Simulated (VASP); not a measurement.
Runs of VASP 6.6.1 on Al. The structure is that of space group R-3m (No. 166), or close to it. The cells are those of the table. 

| cell | further INCAR settings | gap on the mesh (eV) | pressure (GPa) |
| --- | --- | --- | --- |
| a = 2.656 Å, angles 105.7°, 1 atom | ALGO = Fast; EDIFF = 1e-06; NBANDS = 8 | none | 5.8 |
| a = 3.325 Å, angles 117.0°, 1 atom | ALGO = Fast; EDIFF = 1e-07; NBANDS = 8 | none | 102.5 |
| a = 3.003 Å, angles 114.3°, 1 atom | ALGO = Fast; EDIFF = 1e-07; NBANDS = 8 | none | (b) |
| a = 2.540 Å, angles 95.9°, 1 atom | ALGO = Fast; EDIFF = 1e-06; NBANDS = 8 | none | 17.0 |
| a = 3.149 Å, angles 115.8°, 1 atom | ALGO = Fast; EDIFF = 1e-06; NBANDS = 8 | none | (a) |

Alike in all rows: task single point; level PBEsol; potentials or basis VASP PAW PBE potentials, release 64 (Al); no spin polarisation; k mesh 24 × 24 × 24; cutoff (eV) 520; smearing gaussian 0.15 eV.

Problem. Estimate the missing entries.

Solution. (a) 54.8; (b) 23.3.

Caveats: the PAW data sets were made with another functional, which shifts forces and pressure a little.

A gap of «none» marks levels without a gap at the run's occupations.
